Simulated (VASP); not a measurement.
A run of VASP 6.6.1 is set up as follows.

INCAR

```
PREC = Accurate
ENCUT = 910
EDIFF = 1E-6
ISMEAR = 0
SIGMA = 0.05
LREAL = False
LASPH = True
NELM = 120
ALGO = Normal
ISIF = 2
LWAVE = False
LCHARG = False
GGA = PE
IVDW = 13
NBANDS = 26
GGA_COMPAT = False
```

The input KPOINTS:

```
regular mesh
0
Gamma
  8 8 6
```

The input POSCAR:

```
ZnO
1.0
    3.2079815419      0.0000000000      0.0000000000
   -1.6039907709      2.7781935102      0.0000000000
    0.0000000000      0.0000000000      5.1765136861
Zn O
2 2
Direct
    0.3333333333      0.6666666667      0.0015124609
    0.6666666667      0.3333333333      0.5015124609
    0.3333333333      0.6666666667      0.3805875391
    0.6666666667      0.3333333333      0.8805875391
```

Potentials or basis: VASP PAW PBE potentials, release 64 (Zn, O_h).

Launch:

```console
$ cat potpaw_PBE.64/Zn/POTCAR potpaw_PBE.64/O_h/POTCAR > POTCAR
$ mpirun -np 1 vasp_std > vasp.out
```

Q: Estimate the dispersion energy per atom.

A: -0.247 eV.

Q: What does it give for the pressure?

A: 7.1 GPa.

Forces in eV/Å, atoms in the order of the input:
```
Zn   0.000  0.000  0.003
Zn   0.000  0.000  0.003
O    0.000  0.000 -0.003
O    0.000  0.000 -0.003
```

Caveat: the cutoff is under 1.25 times the usual one of these potentials, so pressure, stress and relaxed cells hold a basis-set (Pulay) error.
